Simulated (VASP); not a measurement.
Runs of VASP 6.6.1 on TiC. The structure is that of space group Fm-3m (No. 225), or close to it. The cells are those of the table. 

| cell | gap on the mesh (eV) | pressure (GPa) |
| --- | --- | --- |
| a = 3.163 Å, angles 60.0°, 2 atoms | none | -19.5 |
| a = 3.094 Å, angles 60.0°, 2 atoms | none | (a) |
| a = 3.001 Å, angles 60.0°, 2 atoms | none | 17.8 |
| a = 2.969 Å, angles 60.0°, 2 atoms | none | 28.7 |

Alike in all rows: task single point; level PBE; potentials or basis VASP PAW PBE potentials, release 64 (Ti_sv, C); no spin polarisation; k mesh 16 × 16 × 16; cutoff (eV) 520; smearing gaussian 0.1 eV.

Q: Estimate the missing entries.

A: (a) -6.7.

Caveats: the cell stands under tension (at least some runs); the cell stands under pressure (at least some runs).

A gap of «none» marks levels without a gap at the run's occupations.
